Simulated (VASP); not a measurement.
Write the native input for VASP 6.6.1 that does the following.

```yaml
Task: single point
Functional: HSE06
Potentials_or_basis: VASP PAW PBE potentials, release 64 (Cd, S)
Cutoff: 520 eV
k_mesh: 6 × 6 × 6
Occupations: gaussian, width 0.01 eV
Spin: no spin polarisation
Dipole_correction: no
Grid_for_exact_exchange_PRECFOCK: Normal
Further_INCAR_settings: ALGO = Normal; EDIFF = 1e-07; NBANDS = 16
Share_of_exact_exchange: 0.25
Screening_parameter: 0.2079 1/Å
```

CdS:

```
Cd S
1.0
     0.00000    2.82165    2.82165
     2.82165    0.00000    2.82165
     2.82165    2.82165    0.00000
Cd S
1 1
Direct
  0.00000 0.00000 0.00000
  0.25000 0.25000 0.25000
```

This cell differs from its parent crystal: strain -4.0%.

These files were run (other wordings do the same):

POSCAR

```
CdS
1.0
    0.0000000000      2.8216462493      2.8216462493
    2.8216462493      0.0000000000      2.8216462493
    2.8216462493      2.8216462493      0.0000000000
Cd S
1 1
Direct
    0.0000000000      0.0000000000      0.0000000000
    0.2500000000      0.2500000000      0.2500000000
```

INCAR.step1

```
  PREC = Accurate
  ENCUT = 520
  EDIFF = 1E-5
  ISMEAR = 0
  SIGMA = 0.01
  LREAL = F
  LASPH = T
  NELM = 60
  ALGO = Normal
  ISIF = 2
  LWAVE = T
  NBANDS = 16
  GGA = PE
```

INCAR.step2

```
  PREC = Accurate
  ENCUT = 520
  EDIFF = 1E-7
  ISMEAR = 0
  SIGMA = 0.01
  LREAL = F
  LASPH = T
  NELM = 60
  ALGO = Normal
  ISIF = 2
  LWAVE = F
  LCHARG = T
  GGA = PE
  LHFCALC = T
  HFSCREEN = 0.2079
  PRECFOCK = Normal
  LELF = T
  LVHAR = T
  NBANDS = 16
  ISTART = 1
```

KPOINTS

```
regular mesh
0
Gamma
  6 6 6
```

Potentials or basis: VASP PAW PBE potentials, release 64 (Cd, S).

The run is started by

```console
$ cat potpaw_PBE.64/Cd/POTCAR potpaw_PBE.64/S/POTCAR > POTCAR
$ cp INCAR.step1 INCAR
$ mpirun -np 1 vasp_std > vasp.out
$ cp INCAR.step2 INCAR
$ mpirun -np 1 vasp_std > vasp.out
```

It gave:

| Property | Result |
| --- | --- |
| Pressure | 10.4 GPa |
| Band gap on the k mesh | 2.40 eV |

Caveat: the cell differs from its parent crystal (strain -4.0%); the cell stands under pressure; the structure was generated, so it needn't be the stable form of CdS; the PAW data sets were made with another functional, which shifts forces and pressure a little.

Wall time 53 min on 1 thread of AMD EPYC 7R13 Processor (Zen 3) (shared host), peak memory 0.26 GiB.
